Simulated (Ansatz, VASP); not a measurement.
# Zn2PdO4 in VASP and in Ansatz

The input INCAR:

```
ALGO     = Normal         # electronic algorithm
EDIFF    = 1E-7           # SCF threshold, eV
ENCUT    = 520            # plane-wave cutoff, eV
GGA      = PE             # functional
ISIF     = 2              # what is computed and relaxed
ISMEAR   = -1             # smearing method
LASPH    = True           # aspherical terms in the spheres
LCHARG   = False          # write CHGCAR
LREAL    = False          # projectors in reciprocal space
LWAVE    = False          # write WAVECAR
NBANDS   = 71             # bands
NELM     = 60             # most SCF steps
PREC     = Accurate       # precision mode
SIGMA    = 0.1202         # smearing width, eV
```

The input KPOINTS:

```
k-points
0
Gamma
  7 7 7
```

POSCAR

```
Zn2PdO4
1.0
    0.0000000000      4.2295390000      4.2295390000
    4.2295390000      0.0000000000      4.2295390000
    4.2295390000      4.2295390000      0.0000000000
Zn Pd O
4 2 8
Direct
    0.5000000000      0.5000000000      0.5000000000
    0.0000000000      0.5000000000      0.5000000000
    0.5000000000      0.5000000000      0.0000000000
    0.5000000000      0.0000000000      0.5000000000
    0.8750000000      0.8750000000      0.8750000000
    0.1250000000      0.1250000000      0.1250000000
    0.2500000000      0.2500000000      0.2500000000
    0.2500000000      0.7500000000      0.7500000000
    0.2500000000      0.2500000000      0.7500000000
    0.7500000000      0.2500000000      0.7500000000
    0.7500000000      0.2500000000      0.2500000000
    0.7500000000      0.7500000000      0.7500000000
    0.2500000000      0.7500000000      0.2500000000
    0.7500000000      0.7500000000      0.2500000000
```

Input for Ansatz:

```yaml
crystal:
  lattice:
    - [0.0, 4.229539, 4.229539]
    - [4.229539, 0.0, 4.229539]
    - [4.229539, 4.229539, 0.0]
  atoms:
    - { symbol: Zn, position: [0.5, 0.5, 0.5] }
    - { symbol: Zn, position: [0.0, 0.5, 0.5] }
    - { symbol: Zn, position: [0.5, 0.5, 0.0] }
    - { symbol: Zn, position: [0.5, 0.0, 0.5] }
    - { symbol: Pd, position: [0.875, 0.875, 0.875] }
    - { symbol: Pd, position: [0.125, 0.125, 0.125] }
    - { symbol: O, position: [0.25, 0.25, 0.25] }
    - { symbol: O, position: [0.25, 0.75, 0.75] }
    - { symbol: O, position: [0.25, 0.25, 0.75] }
    - { symbol: O, position: [0.75, 0.25, 0.75] }
    - { symbol: O, position: [0.75, 0.25, 0.25] }
    - { symbol: O, position: [0.75, 0.75, 0.75] }
    - { symbol: O, position: [0.25, 0.75, 0.25] }
    - { symbol: O, position: [0.75, 0.75, 0.25] }
  symmetry: { tolerance: 0.0003 }
kpoints:
  mp_grid: { grid: [7, 7, 7], shift: [0, 0, 0] }
  band_path:
    path:
      - [0.375, 0.375, 0.75]
      - [0.0, 0.0, 0.0]
      - [0.5, 0.5, 0.5]
      - [0.5, 0.25, 0.75]
      - [0.5, 0.0, 0.5]
    npoints: 13
magnetization:
  spin_polarized: false
scf:
  occupations: { method: fermi_dirac, width: 0.1202 }
  lower_state_search: "off"
  max_iter: 200
hamiltonian:
  pseudopotentials: { kind: paw }
  xc: pbe
basis:
  ecutwfc: 420
  fft_grid_basis: typed
output:
  forces: true
  stress: true
  eigenvalues: true
  bader: true
  populations: true
  elf: true
  write_potential: true
  volumetric_format: npy
  dos:
    e_range: [-12, 8]
    de: 0.05
    projected: { site_lists: { O: [O], Pd: [Pd], Zn: [Zn] } }
checkpoint:
  read: saved_state
```

Alike in both runs: task single point; functional PBE; k mesh 7 × 7 × 7; occupations fermi-dirac, width 0.1202 eV; no spin polarisation.

```csv
,VASP,Ansatz
version,VASP 6.6.1,Ansatz 0.2.0
potentials or method,"VASP PAW PBE potentials, release 64 (Zn, Pd, O), cutoff 520 eV",PAW plane waves
valence electrons in the cell,116,132
```

```tsv
	VASP	Ansatz	Ansatz less VASP
pressure (GPa)	21.5	20.9	-0.59
```

With one functional, cell and mesh, what is left measures potentials, basis and numerics. VASP's potentials hold 116 valence electrons a cell and Ansatz's 132, so a difference there can come from the potentials and not from the codes.
